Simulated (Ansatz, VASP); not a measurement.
One calculation of GaAs, two programs

INCAR

```
SYSTEM = GaAs
  PREC = Accurate
  ENCUT = 520
  EDIFF = 1E-6
  ISMEAR = -1
  SIGMA = 0.08
  LREAL = .False.
  LASPH = .True.
  NELM = 60
  ALGO = Normal
  ISIF = 2
  LWAVE = .False.
  LCHARG = .True.
  GGA = PE
  LELF = .True.
  LVHAR = .True.
  NBANDS = 16
```

The input KPOINTS:

```
Automatic mesh
0
Gamma
  15 15 15
  0 0 0
```

Contents of POSCAR:

```
GaAs
1.0
    0.0000000000      2.6961954082      2.6961954082
    2.6961954082      0.0000000000      2.6961954082
    2.6961954082      2.6961954082      0.0000000000
Ga As
1 1
Direct
    0.0000000000      0.0000000000      0.0000000000
    0.5000000000      0.5000000000      0.5000000000
```

Input for Ansatz:

```yaml
crystal:
  lattice:
    - [0.0, 2.6961954082, 2.6961954082]
    - [2.6961954082, 0.0, 2.6961954082]
    - [2.6961954082, 2.6961954082, 0.0]
  atoms:
    - { symbol: Ga, position: [0.0, 0.0, 0.0] }
    - { symbol: As, position: [0.5, 0.5, 0.5] }
kpoints:
  mp_grid: { grid: [15, 15, 15] }
  band_path:
    path:
      - [0.0, 0.0, 0.0]
      - [0.5, 0.0, 0.5]
      - [0.625, 0.25, 0.625]
      - [0.375, 0.375, 0.75]
      - [0.0, 0.0, 0.0]
      - [0.5, 0.5, 0.5]
      - [0.5, 0.25, 0.75]
      - [0.5, 0.0, 0.5]
    npoints: 8
scf:
  occupations: { method: fermi_dirac, width: 0.08 }
hamiltonian:
  xc: pbe
  pseudopotentials: { kind: paw }
output:
  forces: true
  stress: true
  eigenvalues: true
  populations: true
  dos: { projected: true, de: 0.2, e_range: [-14, 8] }
```

Change from the starting cell: volume scaled by 1, PAW files.

Alike in both runs: task single point; functional PBE; k mesh 15 × 15 × 15; occupations fermi-dirac, width 0.08 eV; no spin polarisation.

|  | VASP | Ansatz |
| --- | --- | --- |
| version | VASP 6.6.1 | Ansatz 0.2.0 |
| potentials or method | VASP PAW PBE potentials, release 64 (Ga_d, As) | PAW with Ansatz's default frozen-core files, scalar-relativistic |
| plane-wave cutoff (eV) | 520 | 420 |
| valence electrons in the cell | 18 | 28 |

Ansatz gave:

| Property | Result |
| --- | --- |
| pressure (GPa) | 0.0 |

Task: What did VASP give for the same quantities?

Result: Pressure (GPa): 0.2.

VASP's potentials hold 18 valence electrons a cell and Ansatz's 28, so a difference there can come from the potentials and not from the codes.
